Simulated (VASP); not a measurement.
Input of a VASP 6.6.1 run:

Contents of INCAR:

```
ALGO = Normal ; DIPOL = 0.5 0.5 0.304
EDIFF = 1E-6 ; ENCUT = 520
GGA = PE ; IDIPOL = 3
ISIF = 2 ; ISMEAR = 0
LASPH = T ; LCHARG = T
LDIPOL = T ; LELF = T
LREAL = Auto ; LVACPOTAV = T
LVHAR = T ; LWAVE = F
NBANDS = 48 ; NELM = 100
PREC = Accurate ; SIGMA = 0.1
```

KPOINTS

```
k-points
0
Gamma
  5 3 1
```

The input POSCAR:

```
Al9N
1.0
    5.7070863110      0.0000000000      0.0000000000
   -1.4267715777      9.7014842372      0.0000000000
    0.0000000000      0.0000000000     22.7903703877
Al N
18 2
Direct
    0.2662216041      0.0648864163      0.1755127245
    0.7662216041      0.0648864163      0.1755127245
    0.3354806058      0.3419224231      0.2192029851
    0.8354806058      0.3419224231      0.2192029851
    0.1493324061      0.5973296244      0.2279410371
    0.6493324061      0.5973296244      0.2279410371
    0.4631842064      0.8527368258      0.2366790893
    0.9631842064      0.8527368258      0.2366790893
    0.0319772075      0.1277109158      0.2808262501
    0.5319772075      0.1277109158      0.2808262501
    0.0997917578      0.4042231245      0.3301071117
    0.5997917578      0.4042231245      0.3301071117
    0.4144000538      0.6596656467      0.3369822073
    0.9144000538      0.6596656467      0.3369822073
    0.2263076930      0.9110819227      0.3449259125
    0.7263076930      0.9110819227      0.3449259125
    0.2962427187      0.1814071959      0.3857054641
    0.7962427187      0.1814071959      0.3857054641
    0.3421762013      0.9110819227      0.4997887351
    0.6104391846      0.9110819227      0.4997887351
```

Potentials or basis: VASP PAW PBE potentials, release 64 (Al, N).

The run is started by

```bash
$ cat potpaw_PBE.64/Al/POTCAR potpaw_PBE.64/N/POTCAR > POTCAR
$ mpirun -np 1 vasp_std > vasp.out
```

Problem. Estimate the largest force.

Solution. 13.424 eV/Å.

Problem. Predict the band gap on the k mesh.

Solution. Zero (bands 32 and 33 overlap by 0.71 eV).

Forces on the atoms (eV/Å):
```
Al   -0.034   0.157   0.012
Al    0.022   0.145   0.015
Al   -0.017   0.037   0.054
Al    0.030   0.058   0.050
Al   -0.003  -0.068   0.007
Al   -0.002  -0.071   0.006
Al   -0.010  -0.101  -0.140
Al    0.012  -0.092  -0.128
Al   -0.002  -0.001   0.003
Al    0.002   0.006  -0.011
Al   -0.004  -0.011   0.002
Al    0.014  -0.014  -0.001
Al   -0.013  -0.008   0.026
Al   -0.002  -0.019   0.024
Al   -0.017  -0.026   0.094
Al    0.015  -0.012   0.085
Al   -0.007  -0.017   0.066
Al    0.010  -0.031   0.075
N    13.424   0.025  -0.125
N   -13.420   0.043  -0.116
```
